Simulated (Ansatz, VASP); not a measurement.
One calculation of MgCd3Se4, two programs

```
Mg Cd Se
1.0
    -3.07236    3.07236    6.14275
     3.07236   -3.07236    6.14275
     3.07236    3.07236   -6.14275
Mg Cd Se
1 3 4
Cartesian
  0.0000 0.0000 0.0000
  3.0724 0.0000 3.0714
  0.0000 3.0724 3.0714
  0.0000 0.0000 6.1428
  -1.5721 1.5721 7.6455
  1.5721 -1.5721 7.6455
  1.5002 1.5002 -1.5028
  1.5721 1.5721 4.6400
```

Alike in both runs: functional PBE; k mesh 6 × 6 × 6; occupations gaussian, width 0.02 eV; no spin polarisation.

Ansatz relaxed the structure, and its values are those at the end. VASP's run is a single point on that final structure, the one shown.

```csv
,VASP,Ansatz
version,VASP 6.6.1,Ansatz 0.2.0
potentials or method,"VASP PAW PBE potentials, release 64 (Mg, Cd, Se), cutoff 600 eV","scalar-relativistic, plane waves, PAW"
valence electrons in the cell,62,134
```

VASP gave:

* gap on the k mesh at the Fermi level (eV): 0.99
* least direct gap on the mesh (eV): 0.99
* pressure (GPa): 0.1
* rms of the force components (eV/Å): 0.012

**Question.** Which values does Ansatz return?

**Answer.** gap on the k mesh at the Fermi level (eV): 0.99; least direct gap on the mesh (eV): 0.99; pressure (GPa): 0.0; rms of the force components (eV/Å): 0.001.

VASP's potentials hold 62 valence electrons a cell and Ansatz's 134, so a difference there can come from the potentials and not from the codes.
